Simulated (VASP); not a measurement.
# C (P6_3/mmc) in VASP: single point with r2SCAN

Aim: the single point of C with r2SCAN.

Program: VASP 6.6.1. These are calculated values, not measurements. Logs are shortened: lines on timing, memory, paths and dates and some standing lists are left out, and cuts for length are marked.

## (1) The cell of the first run

Symmetry: P6_3/mmc, No. 194, hexagonal system. The conventional cell has a = 2.503 Å, b = 2.503 Å, c = 4.169 Å, α = 90.00°, β = 90.00°, γ = 120.00°. Within 2.0 Å of C (site symmetry 3m) lie 4 C at 1.54 to 1.56 Å.

## (2) Single point, r2SCAN

POSCAR reads:

```
C
1.0
    2.5031203205      0.0000000000      0.0000000000
   -1.2515601603      2.1677657863      0.0000000000
    0.0000000000      0.0000000000      4.1687478667
C
4
Direct
    0.3333333333      0.6666666667      0.0627370232
    0.6666666667      0.3333333333      0.5627370232
    0.3333333333      0.6666666667      0.4372629768
    0.6666666667      0.3333333333      0.9372629768
```

INCAR.step1 reads:

```
PREC     = Accurate       # precision mode
ENCUT    = 910            # plane-wave cutoff, eV
ISMEAR   = 0              # smearing method
SIGMA    = 0.02           # smearing width, eV
LREAL    = False          # projectors in reciprocal space
LASPH    = True           # aspherical terms in the spheres
NELM     = 120            # most SCF steps
NBANDS   = 16             # bands
GGA      = PE             # functional
ALGO     = Normal         # electronic algorithm
EDIFF    = 1E-5           # SCF threshold, eV
LWAVE    = True           # write WAVECAR
LCHARG   = False          # write CHGCAR
GGA_COMPAT= False
```

INCAR.step2 reads:

```
PREC     = Accurate       # precision mode
ENCUT    = 910            # plane-wave cutoff, eV
EDIFF    = 1E-6           # SCF threshold, eV
ISMEAR   = 0              # smearing method
SIGMA    = 0.02           # smearing width, eV
LREAL    = False          # projectors in reciprocal space
LASPH    = True           # aspherical terms in the spheres
NELM     = 120            # most SCF steps
ALGO     = Normal         # electronic algorithm
ISIF     = 2              # what is computed and relaxed
LWAVE    = False          # write WAVECAR
LCHARG   = False          # write CHGCAR
METAGGA  = R2SCAN         # meta-GGA
LMIXTAU  = True         
NBANDS   = 16             # bands
ISTART   = 1            
GGA_COMPAT= False
```

KPOINTS reads:

```
Automatic mesh
0
Gamma
  12 12 6
```

Potentials or basis: VASP PAW PBE potentials, release 64 (C_h).

Run with:

```sh
cat potpaw_PBE.64/C_h/POTCAR > POTCAR
cp INCAR.step1 INCAR
mpirun -np 1 vasp_std > vasp.out
cp INCAR.step2 INCAR
mpirun -np 1 vasp_std > vasp.out
```

OUTCAR:

```text
PREC = Accurate
   ENCUT = 910
   EDIFF = 1E-6
   ISMEAR = 0
   LREAL = False
   LASPH = True
   NELM = 120
   ISIF = 2
   METAGGA = R2SCAN
   ISTART = 1

 ion  position               nearest neighbor table
   1  0.333  0.667  0.063-
   2  0.667  0.333  0.563-
   3  0.333  0.667  0.437-
   4  0.667  0.333  0.937-

  LATTYP: Found a hexagonal cell.
 ALAT       =     2.5031203205
 C/A-ratio  =     1.6654204884

  Lattice vectors:

 A1 = (   2.5031203205,   0.0000000000,   0.0000000000)
 A2 = (  -1.2515601603,   2.1677657863,   0.0000000000)
 A3 = (   0.0000000000,   0.0000000000,   4.1687478667)

Analysis of symmetry for initial positions (statically):
=====================================================================
 Subroutine PRICEL returns:
 Original cell was already a primitive cell.

 Routine SETGRP: Setting up the symmetry group for a
 hexagonal supercell.

 Subroutine GETGRP returns: Found 24 space group operations
 (whereof 12 operations were pure point group operations)
 out of a pool of 24 trial point group operations.

The static configuration has the point symmetry D_3d.
 The point group associated with its full space group is D_6h.

Analysis of symmetry for dynamics (positions and initial velocities):
=====================================================================
 Subroutine PRICEL returns:
 Original cell was already a primitive cell.

 Routine SETGRP: Setting up the symmetry group for a
 hexagonal supercell.

 Subroutine GETGRP returns: Found 24 space group operations
 (whereof 12 operations were pure point group operations)
 out of a pool of 24 trial point group operations.

The dynamic configuration has the point symmetry D_3d.
 The point group associated with its full space group is D_6h.

 Subroutine INISYM returns: Found 24 space group operations
 (whereof 12 operations are pure point group operations),
 and found     1 'primitive' translations

----------------------------------------------------------------------------------------

                                     Primitive cell

  volume of cell :      22.6204

  direct lattice vectors                    reciprocal lattice vectors
     2.503120320  0.000000000  0.000000000     0.399501371  0.230652224  0.000000000
    -1.251560160  2.167765786  0.000000000     0.000000000  0.461304448  0.000000000
     0.000000000  0.000000000  4.168747867     0.000000000  0.000000000  0.239880183

  length of vectors
     2.503120320  2.503120321  4.168747867     0.461304448  0.461304448  0.239880183

  position of ions in fractional coordinates (direct lattice)
     0.333333333  0.666666667  0.062737023
     0.666666667  0.333333333  0.562737023
     0.333333333  0.666666667  0.437262977
     0.666666667  0.333333333  0.937262977

  ion indices of the primitive-cell ions
   primitive index   ion index
                 1           1
                 2           2
                 3           3
                 4           4

----------------------------------------------------------------------------------------

 KPOINTS: Automatic mesh

Automatic generation of k-mesh.
 Grid dimensions read from file:
 generate k-points for:   12   12    6

 Generating k-lattice:

  Cartesian coordinates                     Fractional coordinates (reciprocal lattice)
     0.033291781  0.019221019  0.000000000     0.083333333  0.000000000  0.000000000
     0.000000000  0.038442037  0.000000000     0.000000000  0.083333333  0.000000000
     0.000000000  0.000000000  0.039980030     0.000000000  0.000000000  0.166666667

  Length of vectors
     0.038442037  0.038442037  0.039980030

  Shift w.r.t. Gamma in fractional coordinates (k-lattice)
     0.000000000  0.000000000  0.000000000

 Subroutine IBZKPT returns following result:
 ===========================================

 Found     76 irreducible k-points:

 Following reciprocal coordinates:
            Coordinates               Weight
  0.000000  0.000000  0.000000      1.000000
  0.083333  0.000000  0.000000      6.000000
  0.166667  0.000000  0.000000      6.000000
  0.250000  0.000000  0.000000      6.000000
  0.333333  0.000000  0.000000      6.000000
  0.416667  0.000000  0.000000      6.000000
[... 16 lines left out ...]
  0.250000  0.000000  0.166667     12.000000
  0.333333  0.000000  0.166667     12.000000
 [... further k-points ...]
   k-points           NKPTS =     76   k-points in BZ     NKDIM =     76   number of bands    NBANDS=     16
   number of dos      NEDOS =    301   number of ions     NIONS =      4
   total plane-waves  NPLWV =  32928
   dimension x,y,z NGX =    28 NGY =   28 NGZ =   42
   dimension x,y,z NGXF=    56 NGYF=   56 NGZF=   84
   ions per type =               4
   NGX,Y,Z   is equivalent  to a cutoff of  18.60, 18.60, 16.75 a.u.
   NGXF,Y,Z  is equivalent  to a cutoff of  37.19, 37.19, 33.50 a.u.
 SYSTEM =  unknown system
   PREC   = accura    normal or accurate (medium, high low for compatibility)
   ISTART =      1    job   : 0-new  1-cont  2-samecut
   ICHARG =      0    charge: 1-file 2-atom 10-const
   ISPIN  =      1    spin polarized calculation?
   LNONCOLLINEAR =      F non collinear calculations
   LSORBIT =      F    spin-orbit coupling
   LASPH  =      T    aspherical Exc in radial PAW
   ENCUT  =  910.0 eV  66.88 Ry    8.18 a.u.   6.16  6.16 10.25*2*pi/ulx,y,z
   NELM   =    120;   NELMIN=  2; NELMDL=  0     # of ELM steps
   EDIFF  = 0.1E-05   stopping-criterion for ELM
   LREAL  =      F    real-space projection
[... 7 lines left out ...]
   TEBEG  =    0.0;   TEEND  =   0.0 temperature during run
   PSTRESS=    0.0 pullay stress
   NELECT =      16.0000    total number of electrons
   NUPDOWN=      -1.0000    fix difference up-down
   EMIN   =  10.00;   EMAX   =-10.00  energy-range for DOS
   EFERMI =   0.00;   METHOD = LEGACY
   ISMEAR =     0;   SIGMA  =   0.02  broadening in eV -4-tet -1-fermi 0-gaus
   EFERMI_NEDOS =   21; number of points for ismear=-14 and -15
   IALGO  =     38    algorithm
   IMIX   =      4    mixing-type and parameters
     AMIX     =   0.40;   BMIX     =  1.00
     AMIX_MAG =   1.60;   BMIX_MAG =  1.00
  volume/ion in A,a.u.               =       5.66        38.16
  Fermi-wavevector in a.u.,A,eV,Ry     =   1.458640  2.756431 28.948190  2.127632
  Thomas-Fermi vector in A             =   2.575301
   LORBIT       =      0    0 simple, 1 ext, 2 COOP (PROOUT), +10 PAW based schemes
   METAGGA = R2SCAN    functional components
   LHFCALC =     F    Hartree Fock is set to
   AEXX    =    0.0000 exact exchange contribution
   IVDW    =     0    specifies the selected vdW correction
   LEPSILON=     F    determine dielectric tensor
   LRPA    =     F    only Hartree local field effects (RPA)
 non-spin polarized calculation
 Gauss-broadening in eV      SIGMA  =   0.02
  energy-cutoff  :      910.00
  volume of cell :       22.62
 maximum number of plane-waves:      1431
 NGX is ok and might be reduce to    28
   NGX = 13   NGY = 13   NGZ = 21

 number of electron      16.0000000 magnetization

 Free energy of the ion-electron system (eV)
  ---------------------------------------------------
  ext. energy  EPLUGINS =         0.00000000
  ---------------------------------------------------
  free energy    TOTEN  =       -39.32804492 eV

  energy without entropy =      -39.32804492  energy(sigma->0) =      -39.32804492

 E-fermi :  11.4767     XC(G=0): -14.2799

 val. band max:       11.2594655463   @ k =   0.0000   0.0000   0.0000
 cond. band min:      14.8475873589   @ k =   0.3333   0.3333   0.0000
 fundamental gap:      3.5881218126
 Fermi energy:        11.4766743009

 k-point     1 :       0.0000    0.0000    0.0000
  band No.  band energies     occupation
      1     -11.7772      2.00000
      2      -6.0347      2.00000
      3      -3.1167      2.00000
      4       7.9893      2.00000
      5       7.9893      2.00000
      6      10.7585      2.00000
[... 8 lines left out ...]
     15      25.9535      0.00000
     16      30.1932      0.00000

 k-point     2 :       0.0833    0.0000    0.0000
  band No.  band energies     occupation
      1     -11.5965      2.00000
      2      -5.8699      2.00000
      3      -2.9514      2.00000
      4       7.0750      2.00000
      5       7.6149      2.00000
      6      10.4733      2.00000
[... 8 lines left out ...]
     15      26.1960      0.00000
     16      29.4168      0.00000

 k-point     3 :       0.1667    0.0000    0.0000
  band No.  band energies     occupation
      1     -11.0567      2.00000
      2      -5.3769      2.00000
      3      -2.4695      2.00000
      4       4.9482      2.00000
      5       6.7616      2.00000
      6       8.6352      2.00000
[... 8 lines left out ...]
     15      26.9417      0.00000
     16      27.2376      0.00000

 k-point     4 :       0.2500    0.0000    0.0000
  band No.  band energies     occupation
      1     -10.1656      2.00000
      2      -4.5619      2.00000
      3      -1.7401      2.00000
      4       2.4628      2.00000
      5       5.8378      2.00000
      6       6.4034      2.00000
[... 8 lines left out ...]
     15      26.8303      0.00000
     16      27.6614      0.00000
[... 324 lines left out ...]
 k-point    22 :       0.1667    0.0000    0.1667
  band No.  band energies     occupation
      1     -10.8615      2.00000
      2      -6.4545      2.00000
      3      -1.0774      2.00000
      4       5.1195      2.00000
      5       6.9247      2.00000
      6       8.0669      2.00000
[... 8 lines left out ...]
     15      26.7951      0.00000
     16      27.5436      0.00000

 k-point    23 :       0.2500    0.0000    0.1667
  band No.  band energies     occupation
      1      -9.9719      2.00000
      2      -5.6176      2.00000
      3      -0.4299      2.00000
      4       2.6792      2.00000
      5       5.8137      2.00000
      6       6.0047      2.00000
[... 8 lines left out ...]
     15      26.0184      0.00000
     16      27.6912      0.00000

 k-point    24 :       0.3333    0.0000    0.1667
  band No.  band energies     occupation
      1      -8.7521      2.00000
      2      -4.4797      2.00000
      3      -0.6137      2.00000
      4       1.2922      2.00000
      5       3.4989      2.00000
      6       5.2478      2.00000
[... 8 lines left out ...]
     15      26.6727      0.00000
     16      29.2601      0.00000

 [... further k-points ...]

------------------------ aborting loop because EDIFF is reached ----------------------------------------

  FORCE on cell =-STRESS in cart. coord.  units (eV):
  Direction    XX          YY          ZZ          XY          YZ          ZX
  --------------------------------------------------------------------------------------
  -------------------------------------------------------------------------------------
  Total       -0.1136336     -0.1136336     -0.1094450      0.0000000      0.0000000      0.0000000
  in kB       -8.0485465     -8.0485465     -7.7518781      0.0000000      0.0000000      0.0000000
  external PRESSURE =      -7.9496570 kB  Pullay stress =       0.0000000 kB

 VOLUME and BASIS-vectors are now :
 -----------------------------------------------------------------------------
  energy-cutoff  :      910.00
  volume of cell :       22.62
      direct lattice vectors                 reciprocal lattice vectors
     2.503120320  0.000000000  0.000000000     0.399501371  0.230652224  0.000000000
    -1.251560160  2.167765786  0.000000000     0.000000000  0.461304448  0.000000000
     0.000000000  0.000000000  4.168747867     0.000000000  0.000000000  0.239880183

 POSITION                                       TOTAL-FORCE (eV/Angst)
 -----------------------------------------------------------------------------------
     -0.00000      1.44518      0.26153        -0.000000      0.000000     -0.003160
      1.25156      0.72259      2.34591        -0.000000      0.000000     -0.003160
     -0.00000      1.44518      1.82284         0.000000     -0.000000      0.003160
      1.25156      0.72259      3.90721        -0.000000     -0.000000      0.003160
 -----------------------------------------------------------------------------------
    total drift:                               -0.000000      0.000000      0.000000

  FREE ENERGIE OF THE ION-ELECTRON SYSTEM (eV)
  ---------------------------------------------------
  free  energy   TOTEN  =       -39.3280449184 eV

  energy  without entropy=      -39.3280449184  energy(sigma->0) =      -39.32804492
```

It took 3.5 min on 1 thread of AMD EPYC 7R43 (Zen 3), shared host; peak memory 0.17 GiB.

What came out:

```
Free energy            : -39.3280 eV
Pressure               : -0.8 GPa
Largest force          : 0.003 eV/Å
Band gap on the k mesh : 3.59 eV (least direct gap 5.24 eV)
```

Forces in eV/Å, atoms in the order of the input:
```
C    0.000  0.000 -0.003
C    0.000  0.000 -0.003
C    0.000  0.000  0.003
C    0.000  0.000  0.003
```

Caveat: the cutoff is under 1.25 times the usual one of these potentials, so pressure, stress and relaxed cells hold a basis-set (Pulay) error; the PAW data sets were made with another functional, which shifts forces and pressure a little.
